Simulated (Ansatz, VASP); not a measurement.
MgO in VASP and in Ansatz

INCAR

```
  ALGO = Normal
  EDIFF = 1E-6
  ENCUT = 600
  GGA = PE
  GGA_COMPAT = False
  ISIF = 2
  ISMEAR = 0
  LASPH = True
  LCHARG = False
  LREAL = False
  LWAVE = False
  NBANDS = 11
  NELM = 120
  PREC = Accurate
  SIGMA = 0.02
```

The input KPOINTS:

```
k-points
0
Gamma
  10 10 10
```

The input POSCAR:

```
MgO
1.0
    0.0000000000      2.1480605662      2.1480605662
    2.1480605662      0.0000000000      2.1480605662
    2.1480605662      2.1480605662      0.0000000000
Mg O
1 1
Direct
    0.0000000000      0.0000000000      0.0000000000
    0.5000000000      0.5000000000      0.5000000000
```

Input for Ansatz:

```yaml
crystal:
  lattice:
    - [0.0, 2.1480605662, 2.1480605662]
    - [2.1480605662, 0.0, 2.1480605662]
    - [2.1480605662, 2.1480605662, 0.0]
  atoms:
    - { symbol: Mg, position: [0.0, 0.0, 0.0] }
    - { symbol: O, position: [0.5, 0.5, 0.5] }
basis:
  ecutwfc: 600.0
kpoints:
  mp_grid: { grid: [10, 10, 10] }
hamiltonian:
  xc: pbe
  pseudopotentials: { kind: paw }
scf:
  occupations: { method: gaussian, width: 0.02 }
output:
  forces: true
  stress: true
  eigenvalues: true
```

Alike in both runs: task single point; functional PBE; k mesh 10 × 10 × 10; occupations gaussian, width 0.02 eV; no spin polarisation.

```csv
,VASP,Ansatz
version,VASP 6.6.1,Ansatz 0.2.0
potentials or method,"VASP PAW PBE potentials, release 64 (Mg, O), cutoff 600 eV","scalar-relativistic, plane waves, PAW"
valence electrons in the cell,8,16
```

```csv
,VASP,Ansatz,Ansatz less VASP
gap on the k mesh at the Fermi level (eV),4.17,4.19,+0.018
least direct gap on the mesh (eV),4.17,4.19,+0.018
pressure (GPa),-5.1,-4.1,+0.99
```

VASP's potentials hold 8 valence electrons a cell and Ansatz's 16, so a difference there can come from the potentials and not from the codes.
